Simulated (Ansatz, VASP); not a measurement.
Two plane-wave programs on Rh

```
CELL_PARAMETERS angstrom
2.71829 0.00000 0.00000
-1.35914 2.35410 0.00000
0.00000 0.00000 4.93505
ATOMIC_POSITIONS crystal
Rh 0.66667 0.33333 0.75000
Rh 0.33333 0.66667 0.25000
```

Alike in both runs: task single point; functional PBE; k mesh 21 × 21 × 12; occupations gaussian, width 0.15 eV; no spin polarisation.

```csv
,VASP,Ansatz
version,VASP 6.6.1,Ansatz 0.2.0
potentials or method,"VASP PAW PBE potentials, release 64 (Rh_pv), cutoff 520 eV","scalar-relativistic, plane waves, PAW"
valence electrons in the cell,30,34
```

Ansatz gave:

| Property | Result |
| --- | --- |
| gap on the k mesh at the Fermi level (eV) | none |
| pressure (GPa) | -18.6 |
| traceless stress, the component that is largest in VASP (GPa) | -12.61 |

Problem. Which values does VASP return?

Solution. gap on the k mesh at the Fermi level (eV): none; pressure (GPa): -18.5; traceless stress, the component that is largest in VASP (GPa): -12.62.

A gap of «none» marks a metal or a gap that the smearing closes. VASP's potentials hold 30 valence electrons a cell and Ansatz's 34, so a difference there can come from the potentials and not from the codes.
